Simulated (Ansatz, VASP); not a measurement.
## One calculation of Mn, two programs

INCAR

```
ALGO = Normal ; EDIFF = 1E-6
EDIFFG = -0.05 ; ENCUT = 600
GGA = PE ; IBRION = 2
ISIF = 3 ; ISMEAR = 0
ISPIN = 2 ; LASPH = True
LCHARG = False ; LMAXMIX = 4
LORBIT = 11 ; LREAL = False
LWAVE = False ; MAGMOM = 0.06 0.06
NELM = 150 ; NSW = 80
PREC = Accurate ; SIGMA = 0.1
```

Contents of KPOINTS:

```
k-points
0
Gamma
  9 9 6
```

Contents of POSCAR:

```
Mn
1.0
    2.6638982565      0.0000000000      0.0000000000
   -1.3319491282      2.3070035632      0.0000000000
    0.0000000000      0.0000000000      4.3086967558
Mn
2
Direct
    0.6666666667      0.3333333333      0.2500035161
    0.3333333333      0.6666666667      0.7499964839
```

Input for Ansatz:

```yaml
crystal:
  lattice:
    - [2.6638982565, 0.0, 0.0]
    - [-1.3319491282, 2.3070035632, 0.0]
    - [0.0, 0.0, 4.3086967558]
  atoms:
    - { symbol: Mn, position: [0.6666666667, 0.3333333333, 0.2500035161], spin: 0.06 }
    - { symbol: Mn, position: [0.3333333333, 0.6666666667, 0.7499964839], spin: 0.06 }
basis:
  ecutwfc: 420
kpoints:
  mp_grid: { grid: [9, 9, 6] }
hamiltonian:
  xc: pbe
scf:
  occupations: { method: gaussian, width: 0.1 }
output:
  forces: true
  stress: true
  eigenvalues: true
  populations: true
magnetization:
  spin_polarized: true
relax:
  adjacent_minimum: "off"
  f_tol: 0.05
  max_steps: 60
  cell: { stress_tol: 0.5 }
```

Alike in both runs: task relaxation of cell and atoms; functional PBE; k mesh 9 × 9 × 6; occupations gaussian, width 0.1 eV; collinear spin.

|  | VASP | Ansatz |
| --- | --- | --- |
| version | VASP 6.6.1 | Ansatz 0.2.0 |
| potentials or method | VASP PAW PBE potentials, release 64 (Mn_pv), cutoff 600 eV | scalar-relativistic, plane waves, PAW |
| valence electrons in the cell | 26 | 30 |

VASP gave:

| Quantity | Value |
| --- | --- |
| gap on the k mesh at the Fermi level, each at its own relaxed structure (eV) | none |
| net moment per atom (μB) | 0.00 |
| relaxed volume (Å³/atom) | 10.70 |
| relaxed length of the cell vector where the two differ most in proportion (Å) | 4.013 |

Question: What did Ansatz give for the same quantities?

Answer: gap on the k mesh at the Fermi level, each at its own relaxed structure (eV): none; net moment per atom (μB): 0.00; relaxed volume (Å³/atom): 10.71; relaxed length of the cell vector where the two differ most in proportion (Å): 4.017.

A gap of «none» marks a metal or a gap that the smearing closes. VASP's potentials hold 26 valence electrons a cell and Ansatz's 30, so a difference there can come from the potentials and not from the codes. Ansatz's warnings: seeded moment not kept, structure snapped to symmetry.

Noted on VASP's run: the volume moved by over 15 % at a fixed basis, so the end points are rough.
